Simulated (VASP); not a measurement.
Here is a VASP 6.6.1 calculation.

File INCAR:

```
PREC = Accurate ; ENCUT = 520
EDIFF = 1E-6 ; ISMEAR = -1
SIGMA = 0.02 ; LREAL = False
LASPH = True ; NELM = 60
ALGO = Normal ; ISIF = 2
LWAVE = False ; LCHARG = True
GGA = PE ; LELF = True
LVHAR = True ; NBANDS = 11
```

Contents of KPOINTS:

```
Automatic mesh
0
Gamma
  10 10 10
```

Contents of POSCAR:

```
BeS
1.0
    0.0000000000      2.4829923550      2.3957901011
    2.4829923550      0.0000000000      2.3957901011
    2.4829923550      2.4829923550      0.0000000000
Be S
1 1
Direct
    0.0000000000      0.0000000000      0.0000000000
    0.2500000000      0.2500000000      0.2500000000
```

Potentials or basis: VASP PAW PBE potentials, release 64 (Be, S).

Launch:

```console
$ cat potpaw_PBE.64/Be/POTCAR potpaw_PBE.64/S/POTCAR > POTCAR
$ mpirun -np 1 vasp_std > vasp.out
```

(1) Predict the band gap on the k mesh.

(2) What does it give for the pressure?

## Answers

(1) 2.90 eV, indirect (least direct gap 5.47 eV).

(2) -1.7 GPa.

Caveat: the cell differs from its parent crystal (epitaxial xy strain +2.0%).
